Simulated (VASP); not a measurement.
# HfMoC2 (P4/mmm) in VASP: further runs

The runs below take HfMoC2 through single point, with PBE, LDA.

Program: VASP 6.6.1. These are calculated values, not measurements. Logs are shortened: lines on timing, memory, paths and dates and some standing lists are left out, and cuts for length are marked.

### Step 1. The cell of the first run

It takes space group P4/mmm (No. 123, tetragonal). Conventional cell: a = 3.191 Å, b = 3.191 Å, c = 4.485 Å, α = 90.00°, β = 90.00°, γ = 90.00°. Hf (site symmetry 4/mmm) has 6 C at 2.24 to 2.26 Å within 3.0 Å. Mo (site symmetry 4/mmm) has 6 C at 2.24 to 2.26 Å within 3.0 Å. Within 3.0 Å of C (site symmetry 4/mmm) lie 2 Mo at 2.24 Å and 4 Hf at 2.26 Å. C (site symmetry 4/mmm) has 2 Hf at 2.24 Å and 4 Mo at 2.26 Å within 3.0 Å.

### Step 2. Single point, PBE

File INCAR:

```
PREC = Accurate ; ENCUT = 520
EDIFF = 1E-7 ; ISMEAR = -1
SIGMA = 0.04 ; LREAL = False
LASPH = True ; NELM = 60
ALGO = Normal ; ISIF = 2
LWAVE = False ; LCHARG = False
GGA = PE ; NBANDS = 24
```

File KPOINTS:

```
Automatic mesh
0
Gamma
  4 4 3
```

File POSCAR:

```
HfMoC2
1.0
    3.1914230000      0.0000000000      0.0000000000
    0.0000000000      3.1914230000      0.0000000000
    0.0000000000      0.0000000000      4.4851640000
Hf Mo C
1 1 2
Direct
    0.0000000000      0.0000000000      0.0000000000
    0.5000000000      0.5000000000      0.5000000000
    0.5000000000      0.5000000000      0.0000000000
    0.0000000000      0.0000000000      0.5000000000
```

Potentials or basis: VASP PAW PBE potentials, release 64 (Hf_pv, Mo_sv, C).

Run with:

```bash
$ cat potpaw_PBE.64/Hf_pv/POTCAR potpaw_PBE.64/Mo_sv/POTCAR potpaw_PBE.64/C/POTCAR > POTCAR
$ mpirun -np 1 vasp_std > vasp.out
```

OUTCAR:

```text
PREC = Accurate
   ENCUT = 520
   EDIFF = 1E-7
   ISMEAR = -1
   LREAL = False
   LASPH = True
   NELM = 60
   ISIF = 2
   GGA = PE

 ion  position               nearest neighbor table
   1  0.000  0.000  0.000-   4 2.24   4 2.24   3 2.26   3 2.26   3 2.26   3 2.26   2 3.18   2 3.18
                             2 3.18   2 3.18   2 3.18   2 3.18   2 3.18   2 3.18
   2  0.500  0.500  0.500-   3 2.24   3 2.24   4 2.26   4 2.26   4 2.26   4 2.26   1 3.18   1 3.18
                             1 3.18   1 3.18   1 3.18   1 3.18   1 3.18   1 3.18
   3  0.500  0.500  0.000-   2 2.24   2 2.24   1 2.26   1 2.26   1 2.26   1 2.26
   4  0.000  0.000  0.500-   1 2.24   1 2.24   2 2.26   2 2.26   2 2.26   2 2.26

  LATTYP: Found a simple tetragonal cell.
 ALAT       =     3.1914230000
 C/A-ratio  =     1.4053806092

  Lattice vectors:

 A1 = (   3.1914230000,   0.0000000000,   0.0000000000)
 A2 = (   0.0000000000,   3.1914230000,   0.0000000000)
 A3 = (   0.0000000000,   0.0000000000,   4.4851640000)

Analysis of symmetry for initial positions (statically):
=====================================================================
 Subroutine PRICEL returns:
 Original cell was already a primitive cell.

 Routine SETGRP: Setting up the symmetry group for a
 simple tetragonal supercell.

 Subroutine GETGRP returns: Found 16 space group operations
 (whereof 16 operations were pure point group operations)
 out of a pool of 16 trial point group operations.

The static configuration has the point symmetry D_4h.

Analysis of symmetry for dynamics (positions and initial velocities):
=====================================================================
 Subroutine PRICEL returns:
 Original cell was already a primitive cell.

 Routine SETGRP: Setting up the symmetry group for a
 simple tetragonal supercell.

 Subroutine GETGRP returns: Found 16 space group operations
 (whereof 16 operations were pure point group operations)
 out of a pool of 16 trial point group operations.

The dynamic configuration has the point symmetry D_4h.

 Subroutine INISYM returns: Found 16 space group operations
 (whereof 16 operations are pure point group operations),
 and found     1 'primitive' translations

----------------------------------------------------------------------------------------

[... 79 lines left out ...]
   LSORBIT =      F    spin-orbit coupling
   LASPH  =      T    aspherical Exc in radial PAW
   ENCUT  =  520.0 eV  38.22 Ry    6.18 a.u.   5.93  5.93  8.34*2*pi/ulx,y,z
   NELM   =     60;   NELMIN=  2; NELMDL= -5     # of ELM steps
   EDIFF  = 0.1E-06   stopping-criterion for ELM
   LREAL  =      F    real-space projection
   EDIFFG = 0.1E-05   stopping-criterion for IOM
   NSW    =      0    number of steps for IOM
   IBRION =     -1    ionic relax: 0-MD 1-quasi-New 2-CG
   NFREE  =      0    steps in history (QN), initial steepest desc. (CG)
   ISIF   =      2    stress and relaxation
   ISYM   =      2    0-nonsym 1-usesym 2-fastsym
   POTIM  = 0.5000    time-step for ionic-motion
   TEBEG  =    0.0;   TEEND  =   0.0 temperature during run
   PSTRESS=    0.0 pullay stress
   NELECT =      32.0000    total number of electrons
   NUPDOWN=      -1.0000    fix difference up-down
   EMIN   =  10.00;   EMAX   =-10.00  energy-range for DOS
   EFERMI =   0.00;   METHOD = LEGACY
   ISMEAR =    -1;   SIGMA  =   0.04  broadening in eV -4-tet -1-fermi 0-gaus
   EFERMI_NEDOS =   21; number of points for ismear=-14 and -15
   IALGO  =     38    algorithm
   IMIX   =      4    mixing-type and parameters
     AMIX     =   0.40;   BMIX     =  1.00
     AMIX_MAG =   1.60;   BMIX_MAG =  1.00
  volume/ion in A,a.u.               =      11.42        77.07
  Fermi-wavevector in a.u.,A,eV,Ry     =   1.453927  2.747523 28.761388  2.113902
  Thomas-Fermi vector in A             =   2.571136
   LORBIT       =      0    0 simple, 1 ext, 2 COOP (PROOUT), +10 PAW based schemes
   GGA     = PE    functional components
   LHFCALC =     F    Hartree Fock is set to
   AEXX    =    0.0000 exact exchange contribution
   IVDW    =     0    specifies the selected vdW correction
   LEPSILON=     F    determine dielectric tensor
   LRPA    =     F    only Hartree local field effects (RPA)
 non-spin polarized calculation
  energy-cutoff  :      520.00
  volume of cell :       45.68
 maximum number of plane-waves:      1272
 NGX is ok and might be reduce to    24
   NGX = 11   NGY = 11   NGZ = 17

 number of electron      32.0000000 magnetization

 Free energy of the ion-electron system (eV)
  ---------------------------------------------------
  ext. energy  EPLUGINS =         0.00000000
  ---------------------------------------------------
  free energy    TOTEN  =       -40.69272659 eV

  energy without entropy =      -40.66930640  energy(sigma->0) =      -40.68101650

 E-fermi :   9.5493     XC(G=0): -12.9099

 val. band max:        9.5161466867   @ k =   0.2500   0.2500   0.3333
 cond. band min:       9.5552038132   @ k =   0.5000   0.2500   0.0000
 fundamental gap:      0.0390571264
 Fermi energy:         9.5492868941

 k-point     1 :       0.0000    0.0000    0.0000
  band No.  band energies     occupation
      1     -52.5589      2.00000
      2     -26.6931      2.00000
      3     -26.5131      2.00000
      4     -26.5131      2.00000
      5     -21.0269      2.00000
      6     -20.7420      2.00000
[... 313 lines left out ...]
     23      16.0930      0.00000
     24      16.5897      0.00000

------------------------ aborting loop because EDIFF is reached ----------------------------------------

  FORCE on cell =-STRESS in cart. coord.  units (eV):
  Direction    XX          YY          ZZ          XY          YZ          ZX
  --------------------------------------------------------------------------------------
  -------------------------------------------------------------------------------------
  Total        0.2344971      0.2344971     -1.2658091      0.0000000      0.0000000      0.0000000
  in kB        8.2243389      8.2243389    -44.3947600      0.0000000      0.0000000      0.0000000
  external PRESSURE =      -9.3153607 kB  Pullay stress =       0.0000000 kB

 VOLUME and BASIS-vectors are now :
 -----------------------------------------------------------------------------
  energy-cutoff  :      520.00
  volume of cell :       45.68
      direct lattice vectors                 reciprocal lattice vectors
     3.191423000  0.000000000  0.000000000     0.313339849  0.000000000  0.000000000
     0.000000000  3.191423000  0.000000000     0.000000000  0.313339849  0.000000000
     0.000000000  0.000000000  4.485164000     0.000000000  0.000000000  0.222957288

 POSITION                                       TOTAL-FORCE (eV/Angst)
 -----------------------------------------------------------------------------------
      0.00000      0.00000      0.00000         0.000000      0.000000      0.000000
      1.59571      1.59571      2.24258         0.000000      0.000000      0.000000
      1.59571      1.59571      0.00000         0.000000      0.000000      0.000000
      0.00000      0.00000      2.24258         0.000000      0.000000      0.000000
 -----------------------------------------------------------------------------------
    total drift:                                0.000000     -0.000000     -0.000000

  FREE ENERGIE OF THE ION-ELECTRON SYSTEM (eV)
  ---------------------------------------------------
  free  energy   TOTEN  =       -40.6927265872 eV

  energy  without entropy=      -40.6693064030  energy(sigma->0) =      -40.68101650
```

stdout:

```text
POSCAR found type information on POSCAR HfMoC
 POSCAR found :  3 types and       4 ions
 scaLAPACK will be used
 LDA part: xc-table for (Slater+PW92), standard interpolation
 POSCAR, INCAR and KPOINTS ok, starting setup
 FFT: planning ... GRIDC
 FFT: planning ... GRID_SOFT
 FFT: planning ... GRID
 WAVECAR not read
 entering main loop
```

It took 10 s on 1 thread of AMD EPYC 9R45 (Zen 5), shared host; peak memory 0.13 GiB.

Results:

| Quantity | Value |
| --- | --- |
| Free energy | -40.6927 eV |
| Pressure | -0.9 GPa |
| Band gap on the k mesh | zero (band 16 reaches 10.13 eV, above the bottom of band 17 at 8.25 eV) |

Stress tensor (GPa, compression positive):
```
 0.82  0.00  0.00
 0.00  0.82  0.00
 0.00  0.00 -4.44
```

Levels at points of the mesh, in eV from the Fermi level:
| k point | band 13 | band 14 | band 15 | band 16 | band 17 | band 18 | band 19 | band 20 |
| --- | --- | --- | --- | --- | --- | --- | --- | --- |
| (0.00, 0.00, 0.00) | -1.48 | -1.35 | -1.35 | -0.53 | -0.45 | -0.09 | -0.06 | -0.06 |
| (0.50, 0.00, 0.00) | -4.40 | -3.95 | -3.86 | -0.54 | 0.89 | 2.05 | 3.00 | 3.10 |
| (0.50, 0.50, 0.00) | -3.99 | -1.44 | -1.20 | -1.20 | -1.12 | 0.94 | 1.36 | 2.40 |

Caveat: the k points lie up to 0.49 Å⁻¹ apart; spin-orbit coupling is left out, which moves the levels of the heavy elements.

### Step 3. Single point, LDA

This run uses another cell than the first one, of 10.74 Å³/atom, 0.940 times its volume.

File INCAR:

```
PREC = Accurate ; ENCUT = 520
EDIFF = 1E-7 ; ISMEAR = -1
SIGMA = 0.05 ; LREAL = F
LASPH = T ; NELM = 100
ALGO = Normal ; ISIF = 2
LWAVE = F ; LCHARG = F
GGA = CA ; NBANDS = 24
```

File KPOINTS:

```
regular mesh
0
Gamma
  8 8 6
```

File POSCAR:

```
HfMoC2
1.0
    3.1262736378      0.0000000000      0.0000000000
    0.0000000000      3.1262736378      0.0000000000
    0.0000000000      0.0000000000      4.3936043497
Hf Mo C
1 1 2
Direct
    0.0000000000      0.0000000000      0.0000000000
    0.5000000000      0.5000000000      0.5000000000
    0.5000000000      0.5000000000      0.0000000000
    0.0000000000      0.0000000000      0.5000000000
```

Potentials or basis: VASP PAW LDA potentials, release 64 (Hf_pv, Mo_sv, C).

Run with:

```bash
$ cat potpaw_LDA.64/Hf_pv/POTCAR potpaw_LDA.64/Mo_sv/POTCAR potpaw_LDA.64/C/POTCAR > POTCAR
$ mpirun -np 1 vasp_std > vasp.out
```

OUTCAR:

```text
PREC = Accurate
   ENCUT = 520
   EDIFF = 1E-7
   ISMEAR = -1
   LREAL = F
   LASPH = T
   NELM = 100
   ISIF = 2
   GGA = CA

 ion  position               nearest neighbor table
   1  0.000  0.000  0.000-   4 2.20   4 2.20   3 2.21   3 2.21   3 2.21   3 2.21   2 3.12   2 3.12
                             2 3.12   2 3.12   2 3.12   2 3.12   2 3.12   2 3.12
   2  0.500  0.500  0.500-   3 2.20   3 2.20   4 2.21   4 2.21   4 2.21   4 2.21   1 3.12   1 3.12
                             1 3.12   1 3.12   1 3.12   1 3.12   1 3.12   1 3.12
   3  0.500  0.500  0.000-   2 2.20   2 2.20   1 2.21   1 2.21   1 2.21   1 2.21
   4  0.000  0.000  0.500-   1 2.20   1 2.20   2 2.21   2 2.21   2 2.21   2 2.21

  LATTYP: Found a simple tetragonal cell.
 ALAT       =     3.1262736378
 C/A-ratio  =     1.4053806092

  Lattice vectors:

 A1 = (   3.1262736378,   0.0000000000,   0.0000000000)
 A2 = (   0.0000000000,   3.1262736378,   0.0000000000)
 A3 = (   0.0000000000,   0.0000000000,   4.3936043497)

Analysis of symmetry for initial positions (statically):
=====================================================================
 Subroutine PRICEL returns:
 Original cell was already a primitive cell.
[... 169 lines left out ...]
  ---------------------------------------------------
  free energy    TOTEN  =       -44.94424291 eV

  energy without entropy =      -44.93317341  energy(sigma->0) =      -44.93870816

 E-fermi :  10.0542     XC(G=0): -13.4321

 val. band max:       10.0214620270   @ k =   0.1250   0.1250   0.5000
 cond. band min:      10.0681317425   @ k =   0.5000   0.0000   0.1667
 fundamental gap:      0.0466697155
 Fermi energy:        10.0541643553

 k-point     1 :       0.0000    0.0000    0.0000
  band No.  band energies     occupation
      1     -51.5616      2.00000
      2     -25.8531      2.00000
      3     -25.7529      2.00000
      4     -25.7529      2.00000
      5     -20.0082      2.00000
      6     -19.6359      2.00000
[... 637 lines left out ...]
     23      16.7350      0.00000
     24      18.4793      0.00000

 [... further k-points ...]
[... 5 lines left out ...]
  --------------------------------------------------------------------------------------
  -------------------------------------------------------------------------------------
  Total        1.6543905      1.6543905      0.3845959      0.0000000     -0.0000000      0.0000000
  in kB       61.7267900     61.7267900     14.3496177      0.0000000     -0.0000000      0.0000000
  external PRESSURE =      45.9343993 kB  Pullay stress =       0.0000000 kB

 VOLUME and BASIS-vectors are now :
 -----------------------------------------------------------------------------
  energy-cutoff  :      520.00
  volume of cell :       42.94
      direct lattice vectors                 reciprocal lattice vectors
     3.126273638  0.000000000  0.000000000     0.319869633  0.000000000  0.000000000
     0.000000000  3.126273638  0.000000000     0.000000000  0.319869633  0.000000000
     0.000000000  0.000000000  4.393604350     0.000000000  0.000000000  0.227603562

 POSITION                                       TOTAL-FORCE (eV/Angst)
 -----------------------------------------------------------------------------------
      0.00000      0.00000      0.00000         0.000000      0.000000      0.000000
      1.56314      1.56314      2.19680         0.000000      0.000000      0.000000
      1.56314      1.56314      0.00000         0.000000      0.000000      0.000000
      0.00000      0.00000      2.19680         0.000000      0.000000      0.000000
 -----------------------------------------------------------------------------------
    total drift:                                0.000000     -0.000000     -0.000000

  FREE ENERGIE OF THE ION-ELECTRON SYSTEM (eV)
  ---------------------------------------------------
  free  energy   TOTEN  =       -44.9442429113 eV

  energy  without entropy=      -44.9331734083  energy(sigma->0) =      -44.93870816
```

OSZICAR:

```text
N       E                     dE             d eps       ncg     rms          rms(c)
DAV:   1     0.216910769069E+03    0.21691E+03   -0.17878E+04  2880   0.135E+03
DAV:   2    -0.438389486175E+02   -0.26075E+03   -0.24859E+03  3440   0.377E+02
DAV:   3    -0.527166956806E+02   -0.88777E+01   -0.86754E+01  3640   0.628E+01
DAV:   4    -0.528089397111E+02   -0.92244E-01   -0.92174E-01  3288   0.671E+00
DAV:   5    -0.528100099528E+02   -0.10702E-02   -0.10702E-02  3752   0.658E-01    0.840E+01
DAV:   6    -0.464045705587E+02    0.64054E+01   -0.36666E+01  3160   0.389E+01    0.387E+01
DAV:   7    -0.461911583182E+02    0.21341E+00   -0.13588E+01  3216   0.299E+01    0.404E+01
DAV:   8    -0.449505963187E+02    0.12406E+01   -0.26634E+00  3184   0.129E+01    0.395E+00
DAV:   9    -0.449457246765E+02    0.48716E-02   -0.10728E-01  3384   0.195E+00    0.186E+00
DAV:  10    -0.449444893994E+02    0.12353E-02   -0.74390E-03  3464   0.582E-01    0.700E-01
DAV:  11    -0.449442568833E+02    0.23252E-03   -0.79091E-04  3544   0.207E-01    0.870E-02
DAV:  12    -0.449442461908E+02    0.10693E-04   -0.96454E-05  3416   0.650E-02    0.335E-02
DAV:  13    -0.449442436930E+02    0.24978E-05   -0.72211E-06  3592   0.169E-02    0.159E-02
DAV:  14    -0.449442429052E+02    0.78774E-06   -0.17110E-06  3568   0.939E-03    0.714E-03
DAV:  15    -0.449442429113E+02   -0.60177E-08   -0.18394E-07  2360   0.247E-03
   1 F= -.44944243E+02 E0= -.44938708E+02  d E =-.110695E-01
```

stdout:

```text
POSCAR found type information on POSCAR HfMoC
 POSCAR found :  3 types and       4 ions
 scaLAPACK will be used
 LDA part: xc-table for (Slater(with rela. corr.)+CA(PZ))
 , standard interpolation
 POSCAR, INCAR and KPOINTS ok, starting setup
 FFT: planning ... GRIDC
 FFT: planning ... GRID_SOFT
 FFT: planning ... GRID
 WAVECAR not read
 entering main loop
```

Run time: 64 s. Hardware: 1 thread of AMD EPYC 7R43 (Zen 3), shared host; peak memory 0.15 GiB.

Results:

* Free energy: -44.9442 eV
* Pressure: 4.6 GPa
* Band gap on the k mesh: zero (band 16 reaches 11.33 eV, above the bottom of band 17 at 8.39 eV)

Caveat: spin-orbit coupling is left out, which moves the levels of the heavy elements.

### Step 4. Single point, LDA

This run uses another cell than the first one, of 10.96 Å³/atom, 0.960 times its volume.

File INCAR:

```
SYSTEM = HfMoC2
PREC = Accurate
ENCUT = 520
EDIFF = 1E-6
ISMEAR = -1
SIGMA = 0.05
LREAL = .FALSE.
LASPH = .TRUE.
NELM = 80
ALGO = Normal
ISIF = 2
LWAVE = .FALSE.
LCHARG = .FALSE.
NBANDS = 24
```

File KPOINTS:

```
regular mesh
0
G
  8 8 6
  0 0 0
```

File POSCAR:

```
HfMoC2
1.0
    3.1482903748      0.0000000000      0.0000000000
    0.0000000000      3.1482903748      0.0000000000
    0.0000000000      0.0000000000      4.4245462449
Hf Mo C
1 1 2
Direct
    0.0000000000      0.0000000000      0.0000000000
    0.5000000000      0.5000000000      0.5000000000
    0.5000000000      0.5000000000      0.0000000000
    0.0000000000      0.0000000000      0.5000000000
```

Run with:

```bash
$ cat potpaw_LDA.64/Hf_pv/POTCAR potpaw_LDA.64/Mo_sv/POTCAR potpaw_LDA.64/C/POTCAR > POTCAR
$ mpirun -np 1 vasp_std > vasp.out
```

Wall time 69 s (1 thread of AMD EPYC 7R43 (Zen 3), shared host); peak memory 0.15 GiB.

The run converged. Its results:

```
Free energy            : -44.9514 eV
Pressure               : -2.1 GPa
Band gap on the k mesh : zero (band 16 reaches 11.01 eV, above the bottom of band 17 at 8.21 eV)
```

Stress tensor (GPa, compression positive):
```
-0.60  0.00  0.00
 0.00 -0.60  0.00
 0.00  0.00 -5.24
```

Levels at points of the mesh, in eV from the Fermi level:
```
           k point  band 14  band 15  band 16  band 17  band 18  band 19
(0.00, 0.00, 0.00)    -1.20    -1.20    -0.49    -0.39     0.07     0.11
(0.50, 0.00, 0.00)    -3.91    -3.85    -0.41     1.07     2.34     3.28
(0.50, 0.50, 0.00)    -1.27    -0.99    -0.99    -0.89     1.19     1.54
(0.00, 0.00, 0.50)    -2.24    -1.81    -1.81    -1.58    -0.27     2.23
(0.50, 0.00, 0.50)    -4.54    -4.45     1.11     1.18     1.91     4.67
(0.50, 0.50, 0.50)    -4.24    -4.24     1.22     1.22     1.54     3.12
```

Caveat: spin-orbit coupling is left out, which moves the levels of the heavy elements.

(Continued in part 2 of 2.)
